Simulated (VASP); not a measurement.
Crystal: RbLaSn.

```
CELL_PARAMETERS angstrom
5.03581 0.00000 0.00000
-2.51790 4.36114 0.00000
0.00000 0.00000 4.88738
ATOMIC_POSITIONS crystal
Rb 0.00000 0.00000 0.00000
La 0.33333 0.66667 0.50000
Sn 0.66667 0.33333 0.50000
```

The cell was generated, and may not be a known phase.

- Program: VASP 6.6.1
- Task: relaxation of cell and atoms
- Functional: PBE
- Potentials or basis: VASP PAW PBE potentials, release 64 (Rb_sv, La, Sn_d)
- Cutoff: 600 eV
- k mesh: 6 × 6 × 4
- Occupations: gaussian, width 0.1 eV
- Spin: no spin polarisation

At the start: pressure 8.7 GPa; volume 35.78 Å³/atom.

Q: Where does the relaxation end?

A: Over 9 steps the energy falls by 253.9 meV/atom and the volume is 41.99 Å³/atom (+17.4 %); space group P-6m2 (No. 187, to 0.1 Å) before and after.

Step by step:
```
step  energy change (eV)  largest force (eV/Å)  pressure (GPa)  volume (Å³)
   1              0.0000                0.0000            8.65       107.34
   2             -0.7055                0.0000           -0.72       139.98
   3             -0.7146                0.0000            0.02       135.19
   4             -0.7148                0.0000           -0.09       135.88
   5             -0.7169                0.0000           -0.09       135.43
   6             -0.7248                0.0000           -0.08       134.06
   7             -0.7427                0.0000           -0.08       131.27
   8             -0.7616                0.0000           -0.10       125.40
   9             -0.7616                0.0000           -0.10       125.98
```

Final structure:
```cif
data_structure
_symmetry_space_group_name_H-M 'P 1'
_symmetry_Int_Tables_number 1
_cell_length_a 5.6840
_cell_length_b 5.6840
_cell_length_c 4.5024
_cell_angle_alpha 90.000
_cell_angle_beta 90.000
_cell_angle_gamma 120.000
_cell_volume 125.98
loop_
_atom_site_label
_atom_site_type_symbol
_atom_site_fract_x
_atom_site_fract_y
_atom_site_fract_z
_atom_site_occupancy
Rb1 Rb 0.00000 0.00000 0.00000 1
La1 La 0.33333 0.66667 0.50000 1
Sn1 Sn 0.66667 0.33333 0.50000 1
```

Caveat: the volume moved by over 15 % at a fixed basis, so the end points are rough.
